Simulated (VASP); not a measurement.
Al2As: relaxation of cell and atoms with PBE

Crystal: Al2As.

```
CELL_PARAMETERS angstrom
0.00000 3.77762 3.77762
3.77762 0.00000 3.77762
3.77762 3.77762 0.00000
ATOMIC_POSITIONS crystal
Al 0.62500 0.62500 0.62500
Al 0.12500 0.62500 0.62500
Al 0.62500 0.12500 0.62500
Al 0.62500 0.62500 0.12500
As 0.00000 0.00000 0.00000
As 0.25000 0.25000 0.25000
```

```yaml
Program: VASP 6.6.1
Task: relaxation of cell and atoms
Functional: PBE
Potentials_or_basis: VASP PAW PBE potentials, release 64 (Al, As)
Cutoff: 600 eV
k_mesh: 10 × 10 × 10
Occupations: gaussian, width 0.1 eV
Spin: no spin polarisation
Dipole_correction: no
Further_INCAR_settings: ALGO = Normal; EDIFF = 1e-06; IBRION = 2; EDIFFG = -0.01; NSW = 100; ISIF = 3
```

The relaxed volume is 18.18 Å³/atom, the relaxed cell is a = 5.364 Å, b = 5.364 Å, c = 5.364 Å, α = 60.00°, β = 60.00°, γ = 60.00° and the space group after relaxing (to 0.05 Å) is Fd-3m (No. 227). The energy gained by relaxing is 0.6 meV/atom, the ionic steps are 3 and the pressure after relaxing is 0.0 GPa.

Step by step:
| step | energy change (eV) | largest force (eV/Å) | pressure (GPa) | volume (Å³) |
| --- | --- | --- | --- | --- |
| 1 | 0.0000 | 0.0000 | 0.86 | 107.82 |
| 2 | -0.0033 | 0.0000 | -0.14 | 109.33 |
| 3 | -0.0034 | 0.0000 | 0.01 | 109.11 |

Final structure:
```cif
data_structure
_symmetry_space_group_name_H-M 'P 1'
_symmetry_Int_Tables_number 1
_cell_length_a 5.3636
_cell_length_b 5.3636
_cell_length_c 5.3636
_cell_angle_alpha 60.000
_cell_angle_beta 60.000
_cell_angle_gamma 60.000
_cell_volume 109.11
loop_
_atom_site_label
_atom_site_type_symbol
_atom_site_fract_x
_atom_site_fract_y
_atom_site_fract_z
_atom_site_occupancy
Al1 Al 0.62500 0.62500 0.62500 1
Al2 Al 0.12500 0.62500 0.62500 1
Al3 Al 0.62500 0.12500 0.62500 1
Al4 Al 0.62500 0.62500 0.12500 1
As1 As 0.00000 0.00000 0.00000 1
As2 As 0.25000 0.25000 0.25000 1
```

Levels at points of the mesh, in eV from the Fermi level:
| k point | band 8 | band 9 | band 10 | band 11 | band 12 | band 13 | band 14 | band 15 |
| --- | --- | --- | --- | --- | --- | --- | --- | --- |
| (0.00, 0.00, 0.00) | -3.65 | -3.65 | -3.65 | -1.58 | -1.58 | -1.58 | -0.41 | -0.41 |
| (0.50, 0.00, 0.00) | -3.99 | -2.09 | -1.48 | 0.18 | 0.18 | 0.83 | 0.83 | 1.87 |
| (0.50, 0.50, 0.00) | -1.53 | -0.22 | -0.22 | 1.07 | 1.07 | 1.62 | 1.62 | 1.95 |

Run time: 4.3 min on 1 thread of Intel(R) Xeon(R) Platinum 8259CL CPU @ 2.50GHz (Skylake/Cascade Lake) (shared host), peak memory 0.38 GiB.

Caveat: the bands computed are all filled at some k points, so no gap is given.
